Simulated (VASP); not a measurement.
Input of a VASP 6.6.1 run:

Contents of POSCAR:

```
Ti3PO2
1.0
    3.1724101510      0.0000000000      0.0000000000
   -1.5862050755      2.7473877820      0.0000000000
    0.0000000000      0.0000000000      8.0228210000
Ti P O
3 1 2
Direct
    0.0063260000      0.0119380000     -0.0023080000
    0.6663750000      0.3350840000      0.2905500000
    0.3096740000      0.6614990000      0.7031260000
   -0.0050960000      0.0085090000      0.4948450000
    0.6406770000      0.3203160000      0.8503140000
    0.3282720000      0.6763660000      0.1376010000
```

The input INCAR.step1:

```
PREC = Accurate
ENCUT = 520
ISMEAR = 0
SIGMA = 0.05
LREAL = F
LASPH = T
NELM = 80
NBANDS = 36
GGA = PE
ALGO = Normal
EDIFF = 1E-4
LWAVE = T
LCHARG = F
```

File INCAR.step2:

```
PREC = Accurate
ENCUT = 520
EDIFF = 1E-6
ISMEAR = 0
SIGMA = 0.05
LREAL = F
LASPH = T
NELM = 80
ALGO = Normal
ISIF = 2
LWAVE = F
LCHARG = F
METAGGA = R2SCAN
LMIXTAU = T
NBANDS = 36
ISTART = 1
```

File KPOINTS:

```
regular mesh
0
Gamma
  7 7 3
```

Potentials or basis: VASP PAW PBE potentials, release 64 (Ti_sv, P, O).

Run with:

```bash
$ cat potpaw_PBE.64/Ti_sv/POTCAR potpaw_PBE.64/P/POTCAR potpaw_PBE.64/O/POTCAR > POTCAR
$ cp INCAR.step1 INCAR
$ mpirun -np 1 vasp_std > vasp.out
$ cp INCAR.step2 INCAR
$ mpirun -np 1 vasp_std > vasp.out
```

Task: Estimate the pressure.

Result: -1.9 GPa.

Task: Estimate the largest force.

Result: 0.527 eV/Å.

Stress tensor (GPa, compression positive):
```
-1.51 -0.12 -0.12
-0.12 -1.61 -0.30
-0.12 -0.30 -2.47
```

Caveat: the PAW data sets were made with another functional, which shifts forces and pressure a little; an odd number of electrons without spin polarisation forces a metal; a magnetic or distorted state may lie lower.
